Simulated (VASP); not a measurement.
# Cu3Au (Pm-3m) in VASP: single point with PBE-based screened hybrid with 25 % exact exchange

Aim: the single point of Cu3Au with PBE-based screened hybrid with 25 % exact exchange.

Program: VASP 6.6.1. These are calculated values, not measurements. Logs are shortened: lines on timing, memory, paths and dates and some standing lists are left out, and cuts for length are marked.

## (1) The cell of the first run

Symmetry: Pm-3m, No. 221, cubic system. The conventional cell has a = 3.740 Å, b = 3.740 Å, c = 3.740 Å, α = 90.00°, β = 90.00°, γ = 90.00°. Within 3.5 Å of Au (site symmetry m-3m) lie 12 Cu at 2.64 Å. Within 3.5 Å of Cu (site symmetry 4/mmm) lie 4 Au at 2.64 Å and 8 Cu at 2.64 Å.

## (2) Single point, PBE-based screened hybrid with 25 % exact exchange

Contents of POSCAR:

```
Cu3Au
1.0
    3.7400000000      0.0000000000      0.0000000000
    0.0000000000      3.7400000000      0.0000000000
    0.0000000000      0.0000000000      3.7400000000
Au Cu
1 3
Direct
    0.0000000000      0.0000000000      0.0000000000
    0.5000000000      0.5000000000      0.0000000000
    0.5000000000      0.0000000000      0.5000000000
    0.0000000000      0.5000000000      0.5000000000
```

Contents of INCAR.step1:

```
PREC = Accurate ; ENCUT = 520
EDIFF = 1E-5 ; ISMEAR = -1
SIGMA = 0.05 ; LREAL = False
LASPH = True ; NELM = 120
ALGO = Normal ; ISIF = 2
LWAVE = True ; LCHARG = False
GGA = PE ; NBANDS = 30
GGA_COMPAT = False
```

Contents of INCAR.step2:

```
PREC = Accurate ; ENCUT = 520
EDIFF = 1E-6 ; ISMEAR = -1
SIGMA = 0.05 ; LREAL = False
LASPH = True ; NELM = 120
ALGO = Normal ; ISIF = 2
LWAVE = False ; LCHARG = False
GGA = PE ; LHFCALC = True
AEXX = 0.25 ; HFSCREEN = 0.3
PRECFOCK = Normal ; ISTART = 1
NBANDS = 30 ; GGA_COMPAT = False
```

Contents of KPOINTS:

```
regular mesh
0
Gamma
  4 4 4
```

Potentials or basis: VASP PAW PBE potentials, release 64 (Au, Cu).

Run with:

```sh
$ cat potpaw_PBE.64/Au/POTCAR potpaw_PBE.64/Cu/POTCAR > POTCAR
$ cp INCAR.step1 INCAR
$ mpirun -np 1 vasp_std > vasp.out
$ cp INCAR.step2 INCAR
$ mpirun -np 1 vasp_std > vasp.out
```

OUTCAR:

```text
PREC = Accurate
   ENCUT = 520
   EDIFF = 1E-6
   ISMEAR = -1
   LREAL = False
   LASPH = True
   NELM = 120
   ISIF = 2
   GGA = PE
   LHFCALC = True
   AEXX = 0.25
   HFSCREEN = 0.3
   PRECFOCK = Normal
   ISTART = 1

 ion  position               nearest neighbor table
   1  0.000  0.000  0.000-   2 2.64   3 2.64   4 2.64   3 2.64   4 2.64   2 2.64   4 2.64   4 2.64
                             2 2.64   3 2.64   3 2.64   2 2.64
   2  0.500  0.500  0.000-   1 2.64   3 2.64   4 2.64   3 2.64   4 2.64   1 2.64   3 2.64   3 2.64
                             1 2.64   4 2.64   4 2.64   1 2.64
   3  0.500  0.000  0.500-   1 2.64   2 2.64   4 2.64   1 2.64   2 2.64   2 2.64   4 2.64   2 2.64
                             1 2.64   4 2.64   1 2.64   4 2.64
   4  0.000  0.500  0.500-   1 2.64   2 2.64   3 2.64   1 2.64   2 2.64   1 2.64   3 2.64   1 2.64
                             2 2.64   3 2.64   2 2.64   3 2.64

  LATTYP: Found a simple cubic cell.
 ALAT       =     3.7400000000

  Lattice vectors:

 A1 = (   3.7400000000,   0.0000000000,   0.0000000000)
 A2 = (   0.0000000000,   3.7400000000,   0.0000000000)
 A3 = (   0.0000000000,   0.0000000000,   3.7400000000)

Analysis of symmetry for initial positions (statically):
=====================================================================
 Subroutine PRICEL returns:
 Original cell was already a primitive cell.

 Routine SETGRP: Setting up the symmetry group for a
 simple cubic supercell.

 Subroutine GETGRP returns: Found 48 space group operations
 (whereof 48 operations were pure point group operations)
 out of a pool of 48 trial point group operations.

The static configuration has the point symmetry O_h .

Analysis of symmetry for dynamics (positions and initial velocities):
=====================================================================
 Subroutine PRICEL returns:
 Original cell was already a primitive cell.

 Routine SETGRP: Setting up the symmetry group for a
 simple cubic supercell.

 Subroutine GETGRP returns: Found 48 space group operations
 (whereof 48 operations were pure point group operations)
 out of a pool of 48 trial point group operations.

The dynamic configuration has the point symmetry O_h .

 Subroutine INISYM returns: Found 48 space group operations
 (whereof 48 operations are pure point group operations),
 and found     1 'primitive' translations

----------------------------------------------------------------------------------------

                                     Primitive cell

  volume of cell :      52.3136

  direct lattice vectors                    reciprocal lattice vectors
     3.740000000  0.000000000  0.000000000     0.267379679  0.000000000  0.000000000
     0.000000000  3.740000000  0.000000000     0.000000000  0.267379679  0.000000000
     0.000000000  0.000000000  3.740000000     0.000000000  0.000000000  0.267379679

  length of vectors
     3.740000000  3.740000000  3.740000000     0.267379679  0.267379679  0.267379679

  position of ions in fractional coordinates (direct lattice)
     0.000000000  0.000000000  0.000000000
     0.500000000  0.500000000  0.000000000
     0.500000000  0.000000000  0.500000000
     0.000000000  0.500000000  0.500000000

  ion indices of the primitive-cell ions
   primitive index   ion index
                 1           1
                 2           2
                 3           3
                 4           4

----------------------------------------------------------------------------------------

 KPOINTS: regular mesh

Automatic generation of k-mesh.
 Grid dimensions read from file:
 generate k-points for:    4    4    4

 Generating k-lattice:

  Cartesian coordinates                     Fractional coordinates (reciprocal lattice)
     0.066844920  0.000000000  0.000000000     0.250000000  0.000000000  0.000000000
     0.000000000  0.066844920  0.000000000     0.000000000  0.250000000  0.000000000
     0.000000000  0.000000000  0.066844920     0.000000000  0.000000000  0.250000000

  Length of vectors
     0.066844920  0.066844920  0.066844920

  Shift w.r.t. Gamma in fractional coordinates (k-lattice)
     0.000000000  0.000000000  0.000000000

 Subroutine IBZKPT returns following result:
 ===========================================

 Found     10 irreducible k-points:

 Following reciprocal coordinates:
            Coordinates               Weight
  0.000000  0.000000  0.000000      1.000000
  0.250000  0.000000  0.000000      6.000000
  0.500000  0.000000  0.000000      3.000000
  0.250000  0.250000  0.000000     12.000000
  0.500000  0.250000  0.000000     12.000000
  0.500000  0.500000  0.000000      3.000000
  0.250000  0.250000  0.250000      8.000000
  0.500000  0.250000  0.250000     12.000000
  0.500000  0.500000  0.250000      6.000000
  0.500000  0.500000  0.500000      1.000000
   k-points           NKPTS =     10   k-points in BZ     NKDIM =     64   number of bands    NBANDS=     30
   number of dos      NEDOS =    301   number of ions     NIONS =      4
   total plane-waves  NPLWV =  21952
   dimension x,y,z NGX =    28 NGY =   28 NGZ =   28
   dimension x,y,z NGXF=    56 NGYF=   56 NGZF=   56
   ions per type =               1   3
   NGX,Y,Z   is equivalent  to a cutoff of  12.45, 12.45, 12.45 a.u.
   NGXF,Y,Z  is equivalent  to a cutoff of  24.89, 24.89, 24.89 a.u.
 SYSTEM =  unknown system
   PREC   = accura    normal or accurate (medium, high low for compatibility)
   ISTART =      1    job   : 0-new  1-cont  2-samecut
   ICHARG =      0    charge: 1-file 2-atom 10-const
   ISPIN  =      1    spin polarized calculation?
   LNONCOLLINEAR =      F non collinear calculations
   LSORBIT =      F    spin-orbit coupling
   LASPH  =      T    aspherical Exc in radial PAW
   ENCUT  =  520.0 eV  38.22 Ry    6.18 a.u.   6.95  6.95  6.95*2*pi/ulx,y,z
   NELM   =    120;   NELMIN=  2; NELMDL=  0     # of ELM steps
   EDIFF  = 0.1E-05   stopping-criterion for ELM
   LREAL  =      F    real-space projection
   EDIFFG = 0.1E-04   stopping-criterion for IOM
   NSW    =      0    number of steps for IOM
   IBRION =     -1    ionic relax: 0-MD 1-quasi-New 2-CG
   NFREE  =      0    steps in history (QN), initial steepest desc. (CG)
   ISIF   =      2    stress and relaxation
   ISYM   =      3    0-nonsym 1-usesym 2-fastsym
   POTIM  = 0.5000    time-step for ionic-motion
   TEBEG  =    0.0;   TEEND  =   0.0 temperature during run
   PSTRESS=    0.0 pullay stress
   NELECT =      44.0000    total number of electrons
   NUPDOWN=      -1.0000    fix difference up-down
   EMIN   =  10.00;   EMAX   =-10.00  energy-range for DOS
   EFERMI =   0.00;   METHOD = LEGACY
   ISMEAR =    -1;   SIGMA  =   0.05  broadening in eV -4-tet -1-fermi 0-gaus
   EFERMI_NEDOS =   21; number of points for ismear=-14 and -15
   IALGO  =     38    algorithm
   IMIX   =      1    mixing-type and parameters
     AMIX     =   0.40;   BMIX     =  1.00
     AMIX_MAG =   1.60;   BMIX_MAG =  1.00
  volume/ion in A,a.u.               =      13.08        88.26
  Fermi-wavevector in a.u.,A,eV,Ry     =   1.545328  2.920247 32.491255  2.388040
  Thomas-Fermi vector in A             =   2.650723
   LORBIT       =      0    0 simple, 1 ext, 2 COOP (PROOUT), +10 PAW based schemes
   GGA     = PE    functional components
   LHFCALC =     T    Hartree Fock is set to
   PRECFOCK=normal    Normal, Fast or Accurate (Low or Medium for compatibility)
   ENCUT4O =  -1.0   cutoff for four orbital integrals eV
   NKREDX  =     1    reduce k-point grid by
   NKREDY  =     1    reduce k-point grid by
   NKREDZ  =     1    reduce k-point grid by
   AEXX    =    0.2500 exact exchange contribution
   HFSCREEN=    0.3000 screening length (either q_TF or 0.3 A-1)
   HFSCREENC=   0.3000 screening length for correlation (either q_TF or 0.3 A-1)
   ENCUTFOCK=  -1.0 apply spherical cutoff to Coloumb kernel
   IVDW    =     0    specifies the selected vdW correction
   LEPSILON=     F    determine dielectric tensor
   LRPA    =     F    only Hartree local field effects (RPA)
 non-spin polarized calculation
  energy-cutoff  :      520.00
  volume of cell :       52.31
 maximum number of plane-waves:      1422
 NGX is ok and might be reduce to    28
  NGX = 24; NGY = 24; NGZ = 24

 number of electron      44.0000060 magnetization

 Free energy of the ion-electron system (eV)
  ---------------------------------------------------
  ext. energy  EPLUGINS =         0.00000000
  ---------------------------------------------------
  free energy    TOTEN  =       -14.33163455 eV

  energy without entropy =      -14.31498956  energy(sigma->0) =      -14.32331205

 E-fermi :   8.0816     XC(G=0): -10.4961

 val. band max:        7.9851893742   @ k =   0.5000   0.5000   0.2500
 cond. band min:       8.1033341683   @ k =   0.2500   0.2500   0.0000
 fundamental gap:      0.1181447940
 Fermi energy:         8.0815529274

 k-point     1 :       0.0000    0.0000    0.0000
  band No.  band energies     occupation
      1      -2.3837      2.00000
      2       0.4835      2.00000
      3       0.4835      2.00000
      4       1.3209      2.00000
      5       1.3209      2.00000
      6       1.3209      2.00000
[... 22 lines left out ...]
     29      20.1876      0.00000
     30      20.1876      0.00000

 k-point     2 :       0.2500    0.0000    0.0000
  band No.  band energies     occupation
      1      -1.5685      2.00000
      2       0.7570      2.00000
      3       0.8732      2.00000
      4       1.4810      2.00000
      5       1.5588      2.00000
      6       1.5588      2.00000
[... 22 lines left out ...]
     29      19.1835      0.00000
     30      19.1855      0.00000

 k-point     3 :       0.5000    0.0000    0.0000
  band No.  band energies     occupation
      1      -0.1617      2.00000
      2       1.0801      2.00000
      3       1.2112      2.00000
      4       1.6794      2.00000
      5       1.9383      2.00000
      6       1.9383      2.00000
[... 220 lines left out ...]
     29      24.1136      0.00000
     30      24.1143      0.00000

 k-point    10 :       0.5000    0.5000    0.5000
  band No.  band energies     occupation
      1       0.5776      2.00000
      2       0.5776      2.00000
      3       0.5776      2.00000
      4       1.6764      2.00000
      5       2.5631      2.00000
      6       2.5631      2.00000
[... 22 lines left out ...]
     29      27.3068      0.00000
     30      27.3068      0.00000

------------------------ aborting loop because EDIFF is reached ----------------------------------------

  FORCE on cell =-STRESS in cart. coord.  units (eV):
  Direction    XX          YY          ZZ          XY          YZ          ZX
  --------------------------------------------------------------------------------------
  -------------------------------------------------------------------------------------
  Total        1.1366779      1.1366779      1.1366779      0.0000000     -0.0000000      0.0000000
  in kB       34.8123391     34.8123391     34.8123391      0.0000000     -0.0000000      0.0000000
  external PRESSURE =      34.8123391 kB  Pullay stress =       0.0000000 kB

 VOLUME and BASIS-vectors are now :
 -----------------------------------------------------------------------------
  energy-cutoff  :      520.00
  volume of cell :       52.31
      direct lattice vectors                 reciprocal lattice vectors
     3.740000000  0.000000000  0.000000000     0.267379679  0.000000000  0.000000000
     0.000000000  3.740000000  0.000000000     0.000000000  0.267379679  0.000000000
     0.000000000  0.000000000  3.740000000     0.000000000  0.000000000  0.267379679

 POSITION                                       TOTAL-FORCE (eV/Angst)
 -----------------------------------------------------------------------------------
      0.00000      0.00000      0.00000         0.000000      0.000000      0.000000
      1.87000      1.87000      0.00000         0.000000      0.000000      0.000000
      1.87000      0.00000      1.87000         0.000000      0.000000      0.000000
      0.00000      1.87000      1.87000         0.000000      0.000000      0.000000
 -----------------------------------------------------------------------------------
    total drift:                                0.000013      0.000002      0.000004

  FREE ENERGIE OF THE ION-ELECTRON SYSTEM (eV)
  ---------------------------------------------------
  free  energy   TOTEN  =       -14.3316345534 eV

  energy  without entropy=      -14.3149895551  energy(sigma->0) =      -14.32331205
```

It took 44 min on 1 thread of AMD EPYC 9R45 (Zen 5), shared host; peak memory 0.27 GiB.

Results:

| Property | Result |
| --- | --- |
| Free energy | -14.3316 eV |
| Pressure | 3.5 GPa |
| Band gap on the k mesh | zero (bands 22 and 23 overlap by 2.67 eV) |

Caveat: the k points lie up to 0.42 Å⁻¹ apart, too coarse for converged energies and pressures of a metal; the PAW data sets were made with another functional, which shifts forces and pressure a little; spin-orbit coupling is left out, which moves the levels of the heavy elements.

The gap in the log of VASP goes by the Fermi energy; the results here count the filled bands.